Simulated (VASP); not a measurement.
# BeZn4O (I422) in VASP: single point with PBE

Aim: the single point of BeZn4O with PBE.

All numbers are computed with VASP 6.6.1; they aren't measurements. Logs are shortened: lines on timing, memory, paths and dates and some standing lists are left out, and cuts for length are marked.

### Step 1. The cell of the first run

Symmetry: I422, No. 97, tetragonal system. Conventional cell: a = 5.238 Å, b = 5.238 Å, c = 5.736 Å, α = 90.00°, β = 90.00°, γ = 90.00°. Be (site symmetry 422) has 8 Zn at 2.38 Å and 2 O at 2.87 Å within 3.1 Å. Within 3.1 Å of Zn (site symmetry 2) lie 2 Be at 2.38 Å and 2 O at 2.38 Å and 7 Zn at 2.69 to 3.00 Å. Within 3.1 Å of O (site symmetry 422) lie 8 Zn at 2.38 Å and 2 Be at 2.87 Å.

### Step 2. Single point, PBE

The input, INCAR:

```
SYSTEM = BeZn4O
  PREC = Accurate
  ENCUT = 600
  EDIFF = 1E-6
  ISMEAR = 0
  SIGMA = 0.2
  LREAL = .False.
  LASPH = .True.
  NELM = 120
  ALGO = Normal
  ISIF = 2
  LWAVE = .False.
  LCHARG = .False.
  GGA = PE
  NBANDS = 37
  GGA_COMPAT = .False.
```

The input, KPOINTS:

```
Automatic mesh
0
Gamma
  4 4 4
  0 0 0
```

The input, POSCAR:

```
BeZn4O
1.0
   -2.6191159276      2.6191159276      2.8679786190
    2.6191159276     -2.6191159276      2.8679786190
    2.6191159276      2.6191159276     -2.8679786190
Be Zn O
1 4 1
Direct
    0.0000000000      0.0000000000      0.0000000000
    0.9398089282      0.4398089282      0.8796178564
    0.5601910718      0.0601910718      0.1203821436
    0.0601910718      0.9398089282      0.5000000000
    0.4398089282      0.5601910718      0.5000000000
    0.5000000000      0.5000000000      0.0000000000
```

Potentials or basis: VASP PAW PBE potentials, release 64 (Be, Zn, O).

Command:

```bash
cat potpaw_PBE.64/Be/POTCAR potpaw_PBE.64/Zn/POTCAR potpaw_PBE.64/O/POTCAR > POTCAR
mpirun -np 1 vasp_std > vasp.out
```

OUTCAR:

```text
SYSTEM = BeZn4O
   PREC = Accurate
   ENCUT = 600
   EDIFF = 1E-6
   ISMEAR = 0
   LREAL = .False.
   LASPH = .True.
   NELM = 120
   ISIF = 2
   GGA = PE

 ion  position               nearest neighbor table
   1  0.000  0.000  0.000-   3 2.38   5 2.38   4 2.38   4 2.38   2 2.38   5 2.38   2 2.38   3 2.38

   2  0.940  0.440  0.880-   6 2.38   1 2.38   1 2.38   6 2.38   4 2.69   5 2.69   4 2.69   5 2.69
                             3 2.81   3 3.00   3 3.00
   3  0.560  0.060  0.120-   6 2.38   1 2.38   1 2.38   6 2.38   5 2.69   5 2.69   4 2.69   4 2.69
                             2 2.81   2 3.00   2 3.00
   4  0.060  0.940  0.500-   6 2.38   1 2.38   1 2.38   6 2.38   3 2.69   2 2.69   3 2.69   2 2.69
                             5 2.81   5 3.00   5 3.00
   5  0.440  0.560  0.500-   1 2.38   6 2.38   6 2.38   1 2.38   2 2.69   3 2.69   3 2.69   2 2.69
                             4 2.81   4 3.00   4 3.00
   6  0.500  0.500  0.000-   4 2.38   3 2.38   5 2.38   5 2.38   4 2.38   2 2.38   2 2.38   3 2.38

  LATTYP: Found a body centered tetragonal cell.
 ALAT       =     5.2382318552
 C/A-ratio  =     1.0950178222

  Lattice vectors:

 A1 = (  -2.6191159276,   2.6191159276,   2.8679786190)
 A2 = (   2.6191159276,  -2.6191159276,   2.8679786190)
 A3 = (   2.6191159276,   2.6191159276,  -2.8679786190)

Analysis of symmetry for initial positions (statically):
=====================================================================
 Subroutine PRICEL returns:
 Original cell was already a primitive cell.

 Routine SETGRP: Setting up the symmetry group for a
 body centered tetragonal supercell.

 Subroutine GETGRP returns: Found  8 space group operations
 (whereof  8 operations were pure point group operations)
 out of a pool of 16 trial point group operations.

The static configuration has the point symmetry D_4 .

Analysis of symmetry for dynamics (positions and initial velocities):
=====================================================================
 Subroutine PRICEL returns:
 Original cell was already a primitive cell.

 Routine SETGRP: Setting up the symmetry group for a
 body centered tetragonal supercell.

 Subroutine GETGRP returns: Found  8 space group operations
 (whereof  8 operations were pure point group operations)
 out of a pool of 16 trial point group operations.

The dynamic configuration has the point symmetry D_4 .

 Subroutine INISYM returns: Found  8 space group operations
 (whereof  8 operations are pure point group operations),
 and found     1 'primitive' translations

----------------------------------------------------------------------------------------

                                     Primitive cell

  volume of cell :      78.6947

  direct lattice vectors                    reciprocal lattice vectors
    -2.619115928  2.619115928  2.867978619     0.000000000  0.190904112  0.174338817
     2.619115928 -2.619115928  2.867978619     0.190904112  0.000000000  0.174338817
     2.619115928  2.619115928 -2.867978619     0.190904112  0.190904112  0.000000000

  length of vectors
     4.684531764  4.684531764  4.684531764     0.258531242  0.258531242  0.269979184

  position of ions in fractional coordinates (direct lattice)
     0.000000000  0.000000000  0.000000000
     0.939808928  0.439808928  0.879617856
     0.560191072  0.060191072  0.120382144
     0.060191072  0.939808928  0.500000000
     0.439808928  0.560191072  0.500000000
     0.500000000  0.500000000  0.000000000

  ion indices of the primitive-cell ions
   primitive index   ion index
                 1           1
                 2           2
                 3           3
                 4           4
                 5           5
                 6           6

----------------------------------------------------------------------------------------

 KPOINTS: Automatic mesh

Automatic generation of k-mesh.
 Grid dimensions read from file:
 generate k-points for:    4    4    4

 Generating k-lattice:

  Cartesian coordinates                     Fractional coordinates (reciprocal lattice)
     0.000000000  0.047726028  0.043584704     0.250000000  0.000000000 -0.000000000
     0.047726028  0.000000000  0.043584704     0.000000000  0.250000000 -0.000000000
     0.047726028  0.047726028  0.000000000     0.000000000  0.000000000  0.250000000

  Length of vectors
     0.064632810  0.064632810  0.067494796

  Shift w.r.t. Gamma in fractional coordinates (k-lattice)
     0.000000000  0.000000000  0.000000000

 Subroutine IBZKPT returns following result:
 ===========================================

 Found     13 irreducible k-points:

 Following reciprocal coordinates:
            Coordinates               Weight
  0.000000  0.000000  0.000000      1.000000
  0.250000  0.000000  0.000000      8.000000
  0.500000  0.000000  0.000000      4.000000
  0.250000  0.250000  0.000000      8.000000
  0.500000  0.250000  0.000000     16.000000
 -0.250000  0.250000  0.000000      4.000000
  0.500000  0.500000  0.000000      2.000000
  0.250000  0.250000  0.250000      2.000000
 -0.250000  0.250000  0.250000      4.000000
  0.500000  0.500000  0.250000      4.000000
 -0.250000  0.500000  0.250000      8.000000
 -0.250000 -0.250000  0.250000      2.000000
  0.500000  0.500000  0.500000      1.000000
   k-points           NKPTS =     13   k-points in BZ     NKDIM =     13   number of bands    NBANDS=     37
   number of dos      NEDOS =    301   number of ions     NIONS =      6
   total plane-waves  NPLWV =  64000
   dimension x,y,z NGX =    40 NGY =   40 NGZ =   40
   dimension x,y,z NGXF=    80 NGYF=   80 NGZF=   80
   ions per type =               1   4   1
   NGX,Y,Z   is equivalent  to a cutoff of  14.20, 14.20, 14.20 a.u.
   NGXF,Y,Z  is equivalent  to a cutoff of  28.39, 28.39, 28.39 a.u.
 SYSTEM =  BeZn4O
   PREC   = accura    normal or accurate (medium, high low for compatibility)
   ISTART =      0    job   : 0-new  1-cont  2-samecut
   ICHARG =      2    charge: 1-file 2-atom 10-const
   ISPIN  =      1    spin polarized calculation?
   LNONCOLLINEAR =      F non collinear calculations
   LSORBIT =      F    spin-orbit coupling
   LASPH  =      T    aspherical Exc in radial PAW
   ENCUT  =  600.0 eV  44.10 Ry    6.64 a.u.   9.36  9.36  9.36*2*pi/ulx,y,z
   NELM   =    120;   NELMIN=  2; NELMDL= -5     # of ELM steps
   EDIFF  = 0.1E-05   stopping-criterion for ELM
   LREAL  =      F    real-space projection
   EDIFFG = 0.1E-04   stopping-criterion for IOM
   NSW    =      0    number of steps for IOM
   IBRION =     -1    ionic relax: 0-MD 1-quasi-New 2-CG
   NFREE  =      0    steps in history (QN), initial steepest desc. (CG)
   ISIF   =      2    stress and relaxation
   ISYM   =      2    0-nonsym 1-usesym 2-fastsym
   POTIM  = 0.5000    time-step for ionic-motion
   TEBEG  =    0.0;   TEEND  =   0.0 temperature during run
   PSTRESS=    0.0 pullay stress
   NELECT =      56.0000    total number of electrons
   NUPDOWN=      -1.0000    fix difference up-down
   EMIN   =  10.00;   EMAX   =-10.00  energy-range for DOS
   EFERMI =   0.00;   METHOD = LEGACY
   ISMEAR =     0;   SIGMA  =   0.20  broadening in eV -4-tet -1-fermi 0-gaus
   EFERMI_NEDOS =   21; number of points for ismear=-14 and -15
   IALGO  =     38    algorithm
   IMIX   =      4    mixing-type and parameters
     AMIX     =   0.40;   BMIX     =  1.00
     AMIX_MAG =   1.60;   BMIX_MAG =  1.00
  volume/ion in A,a.u.               =      13.12        88.51
  Fermi-wavevector in a.u.,A,eV,Ry     =   1.461579  2.761984 29.064958  2.136214
  Thomas-Fermi vector in A             =   2.577894
   LORBIT       =      0    0 simple, 1 ext, 2 COOP (PROOUT), +10 PAW based schemes
   GGA     = PE    functional components
   LHFCALC =     F    Hartree Fock is set to
   AEXX    =    0.0000 exact exchange contribution
   IVDW    =     0    specifies the selected vdW correction
   LEPSILON=     F    determine dielectric tensor
   LRPA    =     F    only Hartree local field effects (RPA)
 non-spin polarized calculation
 Gauss-broadening in eV      SIGMA  =   0.20
  energy-cutoff  :      600.00
  volume of cell :       78.69
 maximum number of plane-waves:      2651
 NGX is ok and might be reduce to    40
   NGX = 19   NGY = 19   NGZ = 19

 number of electron      55.9999984 magnetization

 Free energy of the ion-electron system (eV)
  ---------------------------------------------------
  ext. energy  EPLUGINS =         0.00000000
  ---------------------------------------------------
  free energy    TOTEN  =       -13.25157894 eV

  energy without entropy =      -13.21662787  energy(sigma->0) =      -13.23410340

 E-fermi :   3.0273     XC(G=0): -11.2824

 val. band max:        2.9216174300   @ k =   0.2500   0.0000   0.0000
 cond. band min:       3.0801006659   @ k =   0.0000   0.0000   0.0000
 fundamental gap:      0.1584832359
 Fermi energy:         3.0272818768

 k-point     1 :       0.0000    0.0000    0.0000
  band No.  band energies     occupation
      1     -15.0047      2.00000
      2      -5.8491      2.00000
      3      -4.7075      2.00000
      4      -4.5328      2.00000
      5      -4.5231      2.00000
      6      -4.5231      2.00000
[... 29 lines left out ...]
     36       9.2031      0.00000
     37      12.5046      0.00000

 k-point     2 :       0.2500    0.0000    0.0000
  band No.  band energies     occupation
      1     -14.9537      2.00000
      2      -5.5927      2.00000
      3      -4.7484      2.00000
      4      -4.5893      2.00000
      5      -4.5134      2.00000
      6      -4.4475      2.00000
[... 29 lines left out ...]
     36      10.1532      0.00000
     37      11.1655      0.00000

 k-point     3 :       0.5000    0.0000    0.0000
  band No.  band energies     occupation
      1     -14.9018      2.00000
      2      -5.2844      2.00000
      3      -4.6821      2.00000
      4      -4.6774      2.00000
      5      -4.5279      2.00000
      6      -4.5064      2.00000
[... 29 lines left out ...]
     36      10.4561      0.00000
     37      11.2390      0.00000

 k-point     4 :       0.2500    0.2500    0.0000
  band No.  band energies     occupation
      1     -14.9021      2.00000
      2      -5.2975      2.00000
      3      -4.7981      2.00000
      4      -4.5606      2.00000
      5      -4.4892      2.00000
      6      -4.4697      2.00000
[... 29 lines left out ...]
     36      10.9588      0.00000
     37      11.5192      0.00000
[... 243 lines left out ...]
      1     -14.8607      2.00000
      2      -5.2942      2.00000
      3      -4.7929      2.00000
      4      -4.7444      2.00000
      5      -4.5552      2.00000
      6      -4.4992      2.00000
[... 29 lines left out ...]
     36      11.3223      0.00000
     37      12.2269      0.00000

 k-point    12 :      -0.2500   -0.2500    0.2500
  band No.  band energies     occupation
      1     -14.9104      2.00000
      2      -5.5625      2.00000
      3      -4.6817      2.00000
      4      -4.6591      2.00000
      5      -4.6262      2.00000
      6      -4.4892      2.00000
[... 29 lines left out ...]
     36      10.7073      0.00000
     37      10.8699      0.00000

 k-point    13 :       0.5000    0.5000    0.5000
  band No.  band energies     occupation
      1     -14.8187      2.00000
      2      -5.4222      2.00000
      3      -4.7866      2.00000
      4      -4.7866      2.00000
      5      -4.6180      2.00000
      6      -4.5218      2.00000
[... 29 lines left out ...]
     36      11.3865      0.00000
     37      11.3865      0.00000

------------------------ aborting loop because EDIFF is reached ----------------------------------------

  FORCE on cell =-STRESS in cart. coord.  units (eV):
  Direction    XX          YY          ZZ          XY          YZ          ZX
  --------------------------------------------------------------------------------------
  -------------------------------------------------------------------------------------
  Total        0.1993810      0.1993810     -0.2868246      0.0000000      0.0000000      0.0000000
  in kB        4.0592791      4.0592791     -5.8395794      0.0000000      0.0000000      0.0000000
  external PRESSURE =       0.7596596 kB  Pullay stress =       0.0000000 kB

 VOLUME and BASIS-vectors are now :
 -----------------------------------------------------------------------------
  energy-cutoff  :      600.00
  volume of cell :       78.69
      direct lattice vectors                 reciprocal lattice vectors
    -2.619115928  2.619115928  2.867978619     0.000000000  0.190904112  0.174338817
     2.619115928 -2.619115928  2.867978619     0.190904112  0.000000000  0.174338817
     2.619115928  2.619115928 -2.867978619     0.190904112  0.190904112  0.000000000

 POSITION                                       TOTAL-FORCE (eV/Angst)
 -----------------------------------------------------------------------------------
      0.00000      0.00000      0.00000         0.000000     -0.000000      0.000000
      0.99426      3.61338      1.43399        -0.002137     -0.002137      0.000000
     -0.99426      1.62485      1.43399         0.002137      0.002137     -0.000000
      3.61338     -0.99426      1.43399        -0.002137      0.002137      0.000000
      1.62485      0.99426      1.43399         0.002137     -0.002137      0.000000
      0.00000      0.00000      2.86798         0.000000     -0.000000      0.000000
 -----------------------------------------------------------------------------------
    total drift:                                0.000000     -0.000000     -0.000000

  FREE ENERGIE OF THE ION-ELECTRON SYSTEM (eV)
  ---------------------------------------------------
  free  energy   TOTEN  =       -13.2515789356 eV

  energy  without entropy=      -13.2166278686  energy(sigma->0) =      -13.23410340
```

Run time: 34 s. Hardware: 1 thread of AMD EPYC 9R45 (Zen 5), shared host; peak memory 0.22 GiB.

Results:

| Item | Value |
| --- | --- |
| Free energy | -13.2516 eV |
| Pressure | 0.1 GPa |
| Largest force | 0.003 eV/Å |
| Band gap on the k mesh | zero (band 28 reaches 3.08 eV, above the bottom of band 29 at 2.21 eV) |

Forces in eV/Å, atoms in the order of the input:
```
Be   0.000  0.000  0.000
Zn  -0.002 -0.002  0.000
Zn   0.002  0.002  0.000
Zn  -0.002  0.002  0.000
Zn   0.002 -0.002  0.000
O    0.000  0.000  0.000
```

Caveat: the k points lie up to 0.42 Å⁻¹ apart.
